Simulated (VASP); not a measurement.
# SrO (F-43m) in VASP: a series of runs

Runs on SrO. Level: PBEsol. Tasks: single point.

Everything below comes from runs of VASP 6.6.1. Logs are shortened: lines on timing, memory, paths and dates and some standing lists are left out, and cuts for length are marked.

### Step 1. The cell of the first run

It takes space group F-43m (No. 216, cubic). The conventional cell has a = 5.601 Å, b = 5.601 Å, c = 5.601 Å, α = 90.00°, β = 90.00°, γ = 90.00°. Sr (site symmetry -43m) has 4 O at 2.43 Å within 3.2 Å. O (site symmetry -43m) has 4 Sr at 2.43 Å within 3.2 Å.

### Step 2. Single point, PBEsol

The input, INCAR:

```
PREC     = Accurate       # precision mode
ENCUT    = 520            # plane-wave cutoff, eV
EDIFF    = 1E-6           # SCF threshold, eV
ISMEAR   = 0              # smearing method
SIGMA    = 0.05           # smearing width, eV
LREAL    = F              # projectors in reciprocal space
LASPH    = T              # aspherical terms in the spheres
NELM     = 100            # most SCF steps
ALGO     = Normal         # electronic algorithm
ISIF     = 2              # what is computed and relaxed
LWAVE    = F              # write WAVECAR
LCHARG   = F              # write CHGCAR
GGA      = PS             # functional
NBANDS   = 15             # bands
```

The input, KPOINTS:

```
Automatic mesh
0
Gamma
  10 10 10
```

The input, POSCAR:

```
SrO
1.0
    0.0000000000      2.8003797457      2.8003797457
    2.8003797457      0.0000000000      2.8003797457
    2.8003797457      2.8003797457      0.0000000000
Sr O
1 1
Direct
    0.0000000000      0.0000000000      0.0000000000
    0.2500000000      0.2500000000      0.2500000000
```

Potentials or basis: VASP PAW PBE potentials, release 64 (Sr_sv, O).

On the command line:

```sh
> cat potpaw_PBE.64/Sr_sv/POTCAR potpaw_PBE.64/O/POTCAR > POTCAR
> mpirun -np 1 vasp_std > vasp.out
```

OUTCAR:

```text
PREC = Accurate
   ENCUT = 520
   EDIFF = 1E-6
   ISMEAR = 0
   LREAL = F
   LASPH = T
   NELM = 100
   ISIF = 2
   GGA = PS

 ion  position               nearest neighbor table
   1  0.000  0.000  0.000-   2 2.43   2 2.43   2 2.43   2 2.43
   2  0.250  0.250  0.250-   1 2.43   1 2.43   1 2.43   1 2.43

  LATTYP: Found a face centered cubic cell.
 ALAT       =     5.6007594914

  Lattice vectors:

 A1 = (   0.0000000000,   2.8003797457,   2.8003797457)
 A2 = (   2.8003797457,   0.0000000000,   2.8003797457)
 A3 = (   2.8003797457,   2.8003797457,   0.0000000000)

Analysis of symmetry for initial positions (statically):
=====================================================================
 Subroutine PRICEL returns:
 Original cell was already a primitive cell.

 Routine SETGRP: Setting up the symmetry group for a
 face centered cubic supercell.

 Subroutine GETGRP returns: Found 24 space group operations
 (whereof 24 operations were pure point group operations)
 out of a pool of 48 trial point group operations.

The static configuration has the point symmetry T_d .

Analysis of symmetry for dynamics (positions and initial velocities):
=====================================================================
 Subroutine PRICEL returns:
 Original cell was already a primitive cell.

 Routine SETGRP: Setting up the symmetry group for a
 face centered cubic supercell.

 Subroutine GETGRP returns: Found 24 space group operations
 (whereof 24 operations were pure point group operations)
 out of a pool of 48 trial point group operations.

The dynamic configuration has the point symmetry T_d .

 Subroutine INISYM returns: Found 24 space group operations
 (whereof 24 operations are pure point group operations),
 and found     1 'primitive' translations

----------------------------------------------------------------------------------------

                                     Primitive cell

  volume of cell :      43.9219

  direct lattice vectors                    reciprocal lattice vectors
     0.000000000  2.800379746  2.800379746    -0.178547213  0.178547213  0.178547213
     2.800379746  0.000000000  2.800379746     0.178547213 -0.178547213  0.178547213
     2.800379746  2.800379746  0.000000000     0.178547213  0.178547213 -0.178547213

  length of vectors
     3.960335016  3.960335016  3.960335016     0.309252845  0.309252845  0.309252845

  position of ions in fractional coordinates (direct lattice)
     0.000000000  0.000000000  0.000000000
     0.250000000  0.250000000  0.250000000

  ion indices of the primitive-cell ions
   primitive index   ion index
                 1           1
                 2           2

----------------------------------------------------------------------------------------

 KPOINTS: Automatic mesh

Automatic generation of k-mesh.
 Grid dimensions read from file:
 generate k-points for:   10   10   10

 Generating k-lattice:

  Cartesian coordinates                     Fractional coordinates (reciprocal lattice)
    -0.017854721  0.017854721  0.017854721     0.100000000  0.000000000  0.000000000
     0.017854721 -0.017854721  0.017854721     0.000000000  0.100000000  0.000000000
     0.017854721  0.017854721 -0.017854721     0.000000000  0.000000000  0.100000000

  Length of vectors
     0.030925285  0.030925285  0.030925285

  Shift w.r.t. Gamma in fractional coordinates (k-lattice)
     0.000000000  0.000000000  0.000000000

 Subroutine IBZKPT returns following result:
 ===========================================

 Found     47 irreducible k-points:

 Following reciprocal coordinates:
            Coordinates               Weight
  0.000000  0.000000  0.000000      1.000000
  0.100000  0.000000  0.000000      8.000000
  0.200000  0.000000  0.000000      8.000000
  0.300000  0.000000  0.000000      8.000000
  0.400000  0.000000  0.000000      8.000000
  0.500000  0.000000  0.000000      4.000000
[... 16 lines left out ...]
  0.300000  0.300000  0.000000      6.000000
  0.400000  0.300000  0.000000     24.000000
 [... further k-points ...]
   k-points           NKPTS =     47   k-points in BZ     NKDIM =     47   number of bands    NBANDS=     15
   number of dos      NEDOS =    301   number of ions     NIONS =      2
   total plane-waves  NPLWV =  27000
   dimension x,y,z NGX =    30 NGY =   30 NGZ =   30
   dimension x,y,z NGXF=    60 NGYF=   60 NGZF=   60
   ions per type =               1   1
   NGX,Y,Z   is equivalent  to a cutoff of  12.59, 12.59, 12.59 a.u.
   NGXF,Y,Z  is equivalent  to a cutoff of  25.19, 25.19, 25.19 a.u.
 SYSTEM =  unknown system
   PREC   = accura    normal or accurate (medium, high low for compatibility)
   ISTART =      0    job   : 0-new  1-cont  2-samecut
   ICHARG =      2    charge: 1-file 2-atom 10-const
   ISPIN  =      1    spin polarized calculation?
   LNONCOLLINEAR =      F non collinear calculations
   LSORBIT =      F    spin-orbit coupling
   LASPH  =      T    aspherical Exc in radial PAW
   ENCUT  =  520.0 eV  38.22 Ry    6.18 a.u.   7.36  7.36  7.36*2*pi/ulx,y,z
   NELM   =    100;   NELMIN=  2; NELMDL= -5     # of ELM steps
   EDIFF  = 0.1E-05   stopping-criterion for ELM
   LREAL  =      F    real-space projection
   EDIFFG = 0.1E-04   stopping-criterion for IOM
   NSW    =      0    number of steps for IOM
   IBRION =     -1    ionic relax: 0-MD 1-quasi-New 2-CG
   NFREE  =      0    steps in history (QN), initial steepest desc. (CG)
   ISIF   =      2    stress and relaxation
   ISYM   =      2    0-nonsym 1-usesym 2-fastsym
   POTIM  = 0.5000    time-step for ionic-motion
   TEBEG  =    0.0;   TEEND  =   0.0 temperature during run
   PSTRESS=    0.0 pullay stress
   NELECT =      16.0000    total number of electrons
   NUPDOWN=      -1.0000    fix difference up-down
   EMIN   =  10.00;   EMAX   =-10.00  energy-range for DOS
   EFERMI =   0.00;   METHOD = LEGACY
   ISMEAR =     0;   SIGMA  =   0.05  broadening in eV -4-tet -1-fermi 0-gaus
   EFERMI_NEDOS =   21; number of points for ismear=-14 and -15
   IALGO  =     38    algorithm
   IMIX   =      4    mixing-type and parameters
     AMIX     =   0.40;   BMIX     =  1.00
     AMIX_MAG =   1.60;   BMIX_MAG =  1.00
  volume/ion in A,a.u.               =      21.96       148.20
  Fermi-wavevector in a.u.,A,eV,Ry     =   1.169198  2.209463 18.599476  1.367023
  Thomas-Fermi vector in A             =   2.305674
   LORBIT       =      0    0 simple, 1 ext, 2 COOP (PROOUT), +10 PAW based schemes
   GGA     = PS    functional components
   LHFCALC =     F    Hartree Fock is set to
   AEXX    =    0.0000 exact exchange contribution
   IVDW    =     0    specifies the selected vdW correction
   LEPSILON=     F    determine dielectric tensor
   LRPA    =     F    only Hartree local field effects (RPA)
 non-spin polarized calculation
 Gauss-broadening in eV      SIGMA  =   0.05
  energy-cutoff  :      520.00
  volume of cell :       43.92
 maximum number of plane-waves:      1243
 NGX is ok and might be reduce to    30
   NGX = 15   NGY = 15   NGZ = 15

 number of electron      16.0000002 magnetization

 Free energy of the ion-electron system (eV)
  ---------------------------------------------------
  ext. energy  EPLUGINS =         0.00000000
  ---------------------------------------------------
  free energy    TOTEN  =       -12.26657487 eV

  energy without entropy =      -12.26657487  energy(sigma->0) =      -12.26657487

 E-fermi :   0.3308     XC(G=0):  -8.8161

 val. band max:        0.0917958040   @ k =  -0.3000   0.5000   0.2000
 cond. band min:       2.4692030974   @ k =   0.0000   0.0000   0.0000
 fundamental gap:      2.3774072934
 Fermi energy:         0.3308384853

 k-point     1 :       0.0000    0.0000    0.0000
  band No.  band energies     occupation
      1     -32.0219      2.00000
      2     -14.5761      2.00000
      3     -13.9333      2.00000
      4     -13.9333      2.00000
      5     -13.9333      2.00000
      6      -0.7482      2.00000
      7      -0.7482      2.00000
      8      -0.7482      2.00000
      9       2.4692      0.00000
     10       8.1005      0.00000
     11       8.1005      0.00000
     12       9.4140      0.00000
     13       9.4140      0.00000
     14       9.4140      0.00000
     15      15.0081      0.00000

 k-point     2 :       0.1000    0.0000    0.0000
  band No.  band energies     occupation
      1     -32.0163      2.00000
      2     -14.8359      2.00000
      3     -13.9417      2.00000
      4     -13.9417      2.00000
      5     -13.6945      2.00000
      6      -0.8274      2.00000
      7      -0.7137      2.00000
      8      -0.7137      2.00000
      9       2.8140      0.00000
     10       7.8687      0.00000
     11       7.8687      0.00000
     12       9.1800      0.00000
     13       9.6877      0.00000
     14       9.6877      0.00000
     15      13.8652      0.00000

 k-point     3 :       0.2000    0.0000    0.0000
  band No.  band energies     occupation
      1     -32.0015      2.00000
      2     -15.2390      2.00000
      3     -13.9635      2.00000
      4     -13.9635      2.00000
      5     -13.3507      2.00000
      6      -0.9174      2.00000
      7      -0.6277      2.00000
      8      -0.6277      2.00000
      9       3.6159      0.00000
     10       7.5644      0.00000
     11       7.5644      0.00000
     12       8.6556      0.00000
     13      10.0635      0.00000
     14      10.0635      0.00000
     15      12.6193      0.00000

 k-point     4 :       0.3000    0.0000    0.0000
  band No.  band energies     occupation
      1     -31.9831      2.00000
      2     -15.5830      2.00000
      3     -13.9902      2.00000
      4     -13.9902      2.00000
      5     -13.0877      2.00000
      6      -0.8682      2.00000
      7      -0.5305      2.00000
      8      -0.5305      2.00000
      9       4.4642      0.00000
     10       7.4653      0.00000
     11       7.4653      0.00000
     12       8.0313      0.00000
     13      10.1836      0.00000
     14      10.1836      0.00000
     15      11.8333      0.00000
[... 307 lines left out ...]
 k-point    22 :      -0.2000    0.2000    0.0000
  band No.  band energies     occupation
      1     -31.9767      2.00000
      2     -15.6450      2.00000
      3     -14.1330      2.00000
      4     -13.9880      2.00000
      5     -12.9264      2.00000
      6      -0.8704      2.00000
      7      -0.4997      2.00000
      8      -0.4731      2.00000
      9       4.6834      0.00000
     10       6.9811      0.00000
     11       7.0928      0.00000
     12       8.6934      0.00000
     13      10.3318      0.00000
     14      10.4515      0.00000
     15      12.2964      0.00000

 k-point    23 :       0.3000    0.3000    0.0000
  band No.  band energies     occupation
      1     -31.9703      2.00000
      2     -15.7316      2.00000
      3     -14.0812      2.00000
      4     -14.0812      2.00000
      5     -12.8389      2.00000
      6      -1.2882      2.00000
      7      -0.2286      2.00000
      8      -0.2286      2.00000
      9       4.9127      0.00000
     10       5.5181      0.00000
     11       9.0348      0.00000
     12       9.4114      0.00000
     13       9.9969      0.00000
     14       9.9969      0.00000
     15      14.1984      0.00000

 k-point    24 :       0.4000    0.3000    0.0000
  band No.  band energies     occupation
      1     -31.9584      2.00000
      2     -15.8767      2.00000
      3     -14.1358      2.00000
      4     -14.1063      2.00000
      5     -12.7002      2.00000
      6      -1.2492      2.00000
      7      -0.1369      2.00000
      8      -0.1258      2.00000
      9       4.8469      0.00000
     10       5.7025      0.00000
     11       9.0330      0.00000
     12       9.4234      0.00000
     13      10.1083      0.00000
     14      10.2913      0.00000
     15      13.2520      0.00000

 [... further k-points ...]

------------------------ aborting loop because EDIFF is reached ----------------------------------------

  FORCE on cell =-STRESS in cart. coord.  units (eV):
  Direction    XX          YY          ZZ          XY          YZ          ZX
  --------------------------------------------------------------------------------------
  -------------------------------------------------------------------------------------
  Total       -0.4362247     -0.4362247     -0.4362247     -0.0000000      0.0000000      0.0000000
  in kB      -15.9125610    -15.9125610    -15.9125610     -0.0000000      0.0000000      0.0000000
  external PRESSURE =     -15.9125610 kB  Pullay stress =       0.0000000 kB

 VOLUME and BASIS-vectors are now :
 -----------------------------------------------------------------------------
  energy-cutoff  :      520.00
  volume of cell :       43.92
      direct lattice vectors                 reciprocal lattice vectors
     0.000000000  2.800379746  2.800379746    -0.178547213  0.178547213  0.178547213
     2.800379746  0.000000000  2.800379746     0.178547213 -0.178547213  0.178547213
     2.800379746  2.800379746  0.000000000     0.178547213  0.178547213 -0.178547213

 POSITION                                       TOTAL-FORCE (eV/Angst)
 -----------------------------------------------------------------------------------
      0.00000      0.00000      0.00000        -0.000000     -0.000000     -0.000000
      1.40019      1.40019      1.40019         0.000000      0.000000      0.000000
 -----------------------------------------------------------------------------------
    total drift:                               -0.000000     -0.000000     -0.000000

  FREE ENERGIE OF THE ION-ELECTRON SYSTEM (eV)
  ---------------------------------------------------
  free  energy   TOTEN  =       -12.2665748743 eV

  energy  without entropy=      -12.2665748743  energy(sigma->0) =      -12.26657487
```

Wall time 25 s (1 thread of Intel Xeon Platinum 8259CL at 2.50GHz (Skylake/Cascade Lake), shared host); peak memory 0.19 GiB.

Results:

```yaml
Free_energy: -12.2666 eV
Pressure: -1.6 GPa
Band_gap_on_the_k_mesh: 2.38 eV, indirect (least direct gap 3.22 eV)
```

Levels at points of the mesh, in eV from the valence-band top:
```tsv
k point	band 6	band 7	band 8	band 9	band 10	band 11
(0.00, 0.00, 0.00)	-0.84	-0.84	-0.84	2.38	8.01	8.01
(0.50, 0.00, 0.00)	-0.74	-0.53	-0.53	5.18	6.98	7.55
(0.50, 0.50, 0.00)	-1.43	-0.01	-0.01	4.46	5.65	9.61
```

Caveat: the PAW data sets were made with another functional, which shifts forces and pressure a little. A hybrid or GW would open this gap; PBEsol tends to underestimate it.

### Step 3. Single point, PBEsol (volume scaled by 0.960)

The input, INCAR:

```
SYSTEM = SrO
  PREC = Accurate
  ENCUT = 520
  EDIFF = 1E-7
  ISMEAR = 0
  SIGMA = 0.05
  LREAL = .False.
  LASPH = .True.
  NELM = 100
  ALGO = Normal
  ISIF = 2
  LWAVE = .False.
  LCHARG = .False.
  GGA = PS
  NBANDS = 15
```

The input, KPOINTS:

```
regular mesh
0
Gamma
  10 10 10
  0 0 0
```

The input, POSCAR:

```
SrO
1.0
    0.0000000000      2.7318993316      2.7318993316
    2.7318993316      0.0000000000      2.7318993316
    2.7318993316      2.7318993316      0.0000000000
Sr O
1 1
Direct
    0.0000000000      0.0000000000      0.0000000000
    0.2500000000      0.2500000000      0.2500000000
```

Potentials or basis: VASP PAW PBE potentials, release 64 (Sr_sv, O).

On the command line:

```sh
> cat potpaw_PBE.64/Sr_sv/POTCAR potpaw_PBE.64/O/POTCAR > POTCAR
> mpirun -np 1 vasp_std > vasp.out
```

It took 31 s on 1 thread of Intel Xeon Platinum 8259CL at 2.50GHz (Skylake/Cascade Lake), shared host; peak memory 0.18 GiB.

It converged, with:

```
Free energy            : -12.2484 eV
Pressure               : 3.6 GPa
Band gap on the k mesh : 2.56 eV, indirect (least direct gap 3.57 eV)
```

Levels at points of the mesh, in eV from the valence-band top:
| k point | band 6 | band 7 | band 8 | band 9 | band 10 | band 11 |
| --- | --- | --- | --- | --- | --- | --- |
| (0.00, 0.00, 0.00) | -1.01 | -1.01 | -1.01 | 2.56 | 8.28 | 8.28 |
| (0.50, 0.00, 0.00) | -0.74 | -0.64 | -0.64 | 5.37 | 7.32 | 7.82 |
| (0.50, 0.50, 0.00) | -1.62 | 0.00 | 0.00 | 4.60 | 5.81 | 10.04 |

Caveat: the cell differs from its parent crystal (volume scaled by 0.960); the PAW data sets were made with another functional, which shifts forces and pressure a little.

### Step 4. Single point, PBEsol

This run uses another cell than the first one, of 21.66 Å³/atom, 0.986 times its volume.

The input, INCAR:

```
SYSTEM = SrO
PREC     = Accurate       ! precision mode
ENCUT    = 600            ! plane-wave cutoff, eV
EDIFF    = 1E-6           ! SCF threshold, eV
ISMEAR   = 0              ! smearing method
SIGMA    = 0.05           ! smearing width, eV
LREAL    = .FALSE.        ! projectors in reciprocal space
LASPH    = .TRUE.         ! aspherical terms in the spheres
NELM     = 120            ! most SCF steps
ALGO     = Normal         ! electronic algorithm
ISIF     = 2              ! what is computed and relaxed
LWAVE    = .FALSE.        ! write WAVECAR
LCHARG   = .FALSE.        ! write CHGCAR
GGA      = PS             ! functional
NBANDS   = 15             ! bands
GGA_COMPAT= .FALSE.
```

The input, KPOINTS:

```
regular mesh
0
G
  10 10 10
  0 0 0
```

The input, POSCAR:

```
SrO
1.0
    0.0000000000      2.7874857681      2.7874857681
    2.7874857681      0.0000000000      2.7874857681
    2.7874857681      2.7874857681      0.0000000000
Sr O
1 1
Direct
    0.0000000000      0.0000000000      0.0000000000
    0.2500000000      0.2500000000      0.2500000000
```

On the command line:

```sh
> cat potpaw_PBE.64/Sr_sv/POTCAR potpaw_PBE.64/O/POTCAR > POTCAR
> mpirun -np 1 vasp_std > vasp.out
```

Run time: 12 s. Hardware: 1 thread of Intel Xeon 6975P-C (Granite Rapids), shared host; peak memory 0.19 GiB.

It converged, with:

```yaml
Free_energy: -12.2723 eV
Pressure: -0.8 GPa
Band_gap_on_the_k_mesh: 2.41 eV, indirect (least direct gap 3.28 eV)
```

Levels at points of the mesh, in eV from the valence-band top:
| k point | band 4 | band 5 | band 6 | band 7 | band 8 | band 9 | band 10 | band 11 | band 12 | band 13 |
| --- | --- | --- | --- | --- | --- | --- | --- | --- | --- | --- |
| (0.00, 0.00, 0.00) | -13.97 | -13.97 | -0.87 | -0.87 | -0.87 | 2.41 | 8.06 | 8.06 | 9.40 | 9.40 |
| (0.50, 0.00, 0.00) | -14.06 | -12.93 | -0.74 | -0.55 | -0.55 | 5.21 | 7.04 | 7.60 | 7.60 | 9.95 |
| (0.50, 0.50, 0.00) | -14.21 | -12.59 | -1.47 | -0.01 | -0.01 | 4.49 | 5.68 | 9.69 | 9.99 | 9.99 |

Caveat: the PAW data sets were made with another functional, which shifts forces and pressure a little. A k mesh can miss the band edges.

### Step 5. The runs side by side

```tsv
cell	cutoff (eV)	gap on the mesh (eV)	pressure (GPa)
a = 3.960 Å, angles 60.0°, 2 atoms	520	2.38	-1.6
a = 3.863 Å, angles 60.0°, 2 atoms	520	2.56	3.6
a = 3.942 Å, angles 60.0°, 2 atoms	600	2.41	-0.8
```

Alike in all rows: task single point; level PBEsol; potentials or basis VASP PAW PBE potentials, release 64 (Sr_sv, O); no spin polarisation; k mesh 10 × 10 × 10; smearing gaussian 0.05 eV.

Caveats: the PAW data sets were made with another functional, which shifts forces and pressure a little.

Absolute energies hang on the potentials; compare differences alone.
